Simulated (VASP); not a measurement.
# Nb (Im-3m) in VASP: a series of runs, part 2 of 2

VASP 6.6.1. The steps go on from the part before.

### 3 Relaxation of cell and atoms, HSE06

The input, POSCAR:

```
Nb
1.0
   -1.6639500000      1.6639500000      1.6639500000
    1.6639500000     -1.6639500000      1.6639500000
    1.6639500000      1.6639500000     -1.6639500000
Nb
1
Direct
    0.0000000000      0.0000000000      0.0000000000
```

The input, INCAR.step1:

```
SYSTEM = Nb
ALGO = Normal
EDIFF = 1E-5
EDIFFG = -0.005
ENCUT = 500
GGA = PE
GGA_COMPAT = .False.
IBRION = 2
ISIF = 3
ISMEAR = -1
LASPH = .True.
LCHARG = .False.
LREAL = .False.
LWAVE = .True.
NBANDS = 12
NELM = 120
NELMIN = 4
NSW = 100
PREC = Accurate
SIGMA = 0.05
```

The input, INCAR.step2:

```
SYSTEM = Nb
ALGO = Normal
EDIFF = 1E-7
EDIFFG = -0.01
ENCUT = 500
GGA = PE
GGA_COMPAT = .False.
HFSCREEN = 0.2079
IBRION = 2
ISIF = 3
ISMEAR = -1
ISTART = 1
LASPH = .True.
LCHARG = .False.
LHFCALC = .True.
LREAL = .False.
LWAVE = .False.
NELM = 120
NELMIN = 4
NSW = 60
PREC = Accurate
PRECFOCK = Normal
SIGMA = 0.05
```

The input, KPOINTS:

```
k-points
0
Gamma
  6 6 6
  0 0 0
```

Potentials or basis: VASP PAW PBE potentials, release 64 (Nb_sv).

On the command line:

```sh
$ cat potpaw_PBE.64/Nb_sv/POTCAR > POTCAR
$ cp INCAR.step1 INCAR
$ mpirun -np 1 vasp_std > vasp.out
$ cp INCAR.step2 INCAR
$ mpirun -np 1 vasp_std > vasp.out
```

OUTCAR:

```text
SYSTEM = Nb
   EDIFF = 1E-7
   EDIFFG = -0.01
   ENCUT = 500
   GGA = PE
   HFSCREEN = 0.2079
   IBRION = 2
   ISIF = 3
   ISMEAR = -1
   ISTART = 1
   LASPH = .True.
   LHFCALC = .True.
   LREAL = .False.
   NELM = 120
   NELMIN = 4
   NSW = 60
   PREC = Accurate
   PRECFOCK = Normal

 ion  position               nearest neighbor table
   1  0.000  0.000  0.000-

  LATTYP: Found a body centered cubic cell.
 ALAT       =     3.3279000000

  Lattice vectors:

 A1 = (  -1.6639500000,   1.6639500000,   1.6639500000)
 A2 = (   1.6639500000,  -1.6639500000,   1.6639500000)
 A3 = (   1.6639500000,   1.6639500000,  -1.6639500000)

Analysis of symmetry for initial positions (statically):
=====================================================================
 Subroutine PRICEL returns:
 Original cell was already a primitive cell.

 Routine SETGRP: Setting up the symmetry group for a
 body centered cubic supercell.

 Subroutine GETGRP returns: Found 48 space group operations
 (whereof 48 operations were pure point group operations)
 out of a pool of 48 trial point group operations.

The static configuration has the point symmetry O_h .

Analysis of symmetry for dynamics (positions and initial velocities):
=====================================================================
 Subroutine PRICEL returns:
 Original cell was already a primitive cell.

 Routine SETGRP: Setting up the symmetry group for a
 body centered cubic supercell.

 Subroutine GETGRP returns: Found 48 space group operations
 (whereof 48 operations were pure point group operations)
 out of a pool of 48 trial point group operations.

The dynamic configuration has the point symmetry O_h .

 Subroutine INISYM returns: Found 48 space group operations
 (whereof 48 operations are pure point group operations),
[... 101 lines left out ...]
   EFERMI_NEDOS =   21; number of points for ismear=-14 and -15
   IALGO  =     38    algorithm
   IMIX   =      1    mixing-type and parameters
     AMIX     =   0.40;   BMIX     =  1.00
     AMIX_MAG =   1.60;   BMIX_MAG =  1.00
  volume/ion in A,a.u.               =      18.43       124.36
  Fermi-wavevector in a.u.,A,eV,Ry     =   1.457345  2.753983 28.896790  2.123854
  Thomas-Fermi vector in A             =   2.574157
   LORBIT       =      0    0 simple, 1 ext, 2 COOP (PROOUT), +10 PAW based schemes
   GGA     = PE    functional components
   LHFCALC =     T    Hartree Fock is set to
   PRECFOCK=normal    Normal, Fast or Accurate (Low or Medium for compatibility)
   ENCUT4O =  -1.0   cutoff for four orbital integrals eV
   NKREDX  =     1    reduce k-point grid by
   NKREDY  =     1    reduce k-point grid by
   NKREDZ  =     1    reduce k-point grid by
   AEXX    =    0.2500 exact exchange contribution
   HFSCREEN=    0.2079 screening length (either q_TF or 0.3 A-1)
   HFSCREENC=   0.2079 screening length for correlation (either q_TF or 0.3 A-1)
   ENCUTFOCK=  -1.0 apply spherical cutoff to Coloumb kernel
   IVDW    =     0    specifies the selected vdW correction
   LEPSILON=     F    determine dielectric tensor
   LRPA    =     F    only Hartree local field effects (RPA)
 conjugate gradient relaxation of ions
 non-spin polarized calculation
  energy-cutoff  :      500.00
  volume of cell :       18.43
 maximum number of plane-waves:       476
 NGX is ok and might be reduce to    24
  NGX = 16; NGY = 16; NGZ = 16

--------------------------------------- Ionic step        1  -------------------------------------------

 number of electron      12.9999999 magnetization

 Free energy of the ion-electron system (eV)
  ---------------------------------------------------
  ext. energy  EPLUGINS =         0.00000000
  ---------------------------------------------------
  free energy    TOTEN  =       -11.77891724 eV

  energy without entropy =      -11.77180845  energy(sigma->0) =      -11.77536284

------------------------ aborting loop because EDIFF is reached ----------------------------------------

  FORCE on cell =-STRESS in cart. coord.  units (eV):
  Direction    XX          YY          ZZ          XY          YZ          ZX
  --------------------------------------------------------------------------------------
  -------------------------------------------------------------------------------------
  Total       -1.0977449     -1.0977449     -1.0977449      0.0000000      0.0000000      0.0000000
  in kB      -95.4401714    -95.4401714    -95.4401714      0.0000000      0.0000000      0.0000000
  external PRESSURE =     -95.4401714 kB  Pullay stress =       0.0000000 kB
[... 197 lines left out ...]
--------------------------------------- Ionic step        7  -------------------------------------------

 number of electron      13.0000001 magnetization

 Free energy of the ion-electron system (eV)
  ---------------------------------------------------
  ext. energy  EPLUGINS =         0.00000000
  ---------------------------------------------------
  free energy    TOTEN  =       -11.81137578 eV

  energy without entropy =      -11.80623256  energy(sigma->0) =      -11.80880417

 E-fermi :  11.7190     XC(G=0): -10.3646

 val. band max:       11.3989693826   @ k =   0.3333   0.1667   0.1667
 cond. band min:      11.8037865963   @ k =   0.1667   0.0000   0.0000
 fundamental gap:      0.4048172136
 Fermi energy:        11.7190010452

 k-point     1 :       0.0000    0.0000    0.0000
  band No.  band energies     occupation
      1     -46.5225      2.00000
      2     -20.2307      2.00000
      3     -20.2307      2.00000
      4     -20.2307      2.00000
      5       4.6322      2.00000
      6      12.1971      0.00014
      7      12.1971      0.00014
      8      12.1971      0.00014
      9      15.8599      0.00000
     10      15.8599      0.00000
[... 221 lines left out ...]
  FREE ENERGIE OF THE ION-ELECTRON SYSTEM (eV)
  ---------------------------------------------------
  free  energy   TOTEN  =       -11.8113757801 eV

  energy  without entropy=      -11.8062325596  energy(sigma->0) =      -11.80880417

 reached required accuracy - stopping structural energy minimisation
```

OUTCAR.step1:

```text
SYSTEM = Nb
   EDIFF = 1E-5
   EDIFFG = -0.005
   ENCUT = 500
   GGA = PE
   IBRION = 2
   ISIF = 3
   ISMEAR = -1
   LASPH = .True.
   LREAL = .False.
   NELM = 120
   NELMIN = 4
   NSW = 100
   PREC = Accurate

[... 372 lines left out ...]
      1     -42.9336      2.00000
      2     -18.2117      2.00000
      3     -18.2117      2.00000
      4     -18.2117      2.00000
      5       5.3715      2.00000
      6      11.7462      0.00415
      7      11.7462      0.00415
      8      11.7462      0.00415
      9      14.6889      0.00000
     10      14.6889      0.00000
     11      25.5820      0.00000
     12      25.5820      0.00000
[... 251 lines left out ...]
  FREE ENERGIE OF THE ION-ELECTRON SYSTEM (eV)
  ---------------------------------------------------
  free  energy   TOTEN  =       -10.2101987991 eV

  energy  without entropy=      -10.2031045648  energy(sigma->0) =      -10.20665168

 reached required accuracy - stopping structural energy minimisation
```

OSZICAR.step1:

```text
N       E                     dE             d eps       ncg     rms          rms(c)
DAV:   1     0.107734095717E+03    0.10773E+03   -0.71368E+03   384   0.105E+03
DAV:   2    -0.601060071831E+01   -0.11374E+03   -0.10983E+03   424   0.379E+02
DAV:   3    -0.102992982676E+02   -0.42887E+01   -0.40897E+01   556   0.628E+01
DAV:   4    -0.105784826603E+02   -0.27918E+00   -0.27680E+00   524   0.148E+01
[... 137 lines left out ...]
       N       E                     dE             d eps       ncg     rms          rms(c)
DAV:   1    -0.102105339158E+02   -0.30769E-03   -0.95781E-03   488   0.140E+00    0.145E-01
DAV:   2    -0.102102285996E+02    0.30532E-03   -0.75666E-04   564   0.361E-01    0.434E-02
DAV:   3    -0.102101934850E+02    0.35115E-04   -0.28030E-04   684   0.167E-01    0.285E-02
DAV:   4    -0.102101987991E+02   -0.53141E-05   -0.53397E-06   336   0.261E-02
  20 F= -.10210199E+02 E0= -.10206652E+02  d E =0.252929E-04
```

It took 28 min on 1 thread of Intel Xeon 6975P-C (Granite Rapids), shared host; peak memory 0.25 GiB.

What came out:

| Quantity | Value |
| --- | --- |
| Free energy | -11.8114 eV |
| Relaxed volume | 17.39 Å³/atom |
| Relaxed cell | a = 2.827 Å, b = 2.827 Å, c = 2.827 Å, α = 109.47°, β = 109.47°, γ = 109.47° |
| Space group after relaxing (to 0.1 Å) | Im-3m (No. 229) |
| Energy gained by relaxing | 32.5 meV/atom |
| Ionic steps | 7 |
| Pressure after relaxing | 0.0 GPa |
| Band gap on the k mesh | zero (an odd number of electrons rules out a gap without spin polarisation) |

The path:
| step | energy change (eV) | largest force (eV/Å) | pressure (GPa) | volume (Å³) |
| --- | --- | --- | --- | --- |
| 1 | 0.0000 | 0.0000 | -9.54 | 18.43 |
| 2 | 0.0853 | 0.0000 | 22.88 | 15.65 |
| 3 | -0.0323 | 0.0000 | -0.55 | 17.44 |
| 4 | -0.0325 | 0.0000 | -0.10 | 17.40 |
| 5 | -0.0325 | 0.0000 | 0.11 | 17.38 |
| 6 | -0.0325 | 0.0000 | -0.11 | 17.40 |
| 7 | -0.0325 | 0.0000 | 0.00 | 17.39 |

Final structure:
```
Nb
1.0
    -1.63195    1.63195    1.63195
     1.63195   -1.63195    1.63195
     1.63195    1.63195   -1.63195
Nb
1
Direct
  0.00000 0.00000 0.00000
```

Caveat: the k points lie up to 0.45 Å⁻¹ apart in the final cell, too coarse for converged energies and pressures of a metal; the PAW data sets were made with another functional, which shifts forces and pressure a little.
